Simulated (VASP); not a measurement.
Input of a VASP 6.6.1 run:

INCAR

```
SYSTEM = C
PREC = Accurate
ENCUT = 520
EDIFF = 1E-7
ISMEAR = 0
SIGMA = 0.2
LREAL = .False.
LASPH = .True.
NELM = 100
ALGO = Normal
ISIF = 2
LWAVE = .False.
LCHARG = .False.
GGA = PE
NBANDS = 21
```

File KPOINTS:

```
regular mesh
0
Gamma
  8 8 6
  0 0 0
```

Contents of POSCAR:

```
C
1.0
   -0.2371337531      0.3674537335     -2.5669141590
   -1.0983047536     -3.0699757437      0.3191687624
   -3.8118145563      3.3006890229     -0.8241098638
C
6
Direct
    0.4494231570     -0.0326210321      0.6518054806
    0.4267366929      0.5732339491      0.1464800311
    0.5732633796      0.4267658181      0.8535199313
    0.5505768001      1.0326210874      0.3481945570
   -0.1011736542      0.6844502402      0.6518114369
    0.1011736246      0.3155499373      0.3481885631
```

Potentials or basis: VASP PAW PBE potentials, release 64 (C).

The run is started by

```sh
$ cat potpaw_PBE.64/C/POTCAR > POTCAR
$ mpirun -np 1 vasp_std > vasp.out
```

Question: What does it give for the pressure?

Answer: 0.5 GPa.

Question: Estimate the largest force.

Answer: 0.016 eV/Å.

Stress tensor (GPa, compression positive):
```
 0.68 -0.04  0.02
-0.04  0.52  0.18
 0.02  0.18  0.25
```
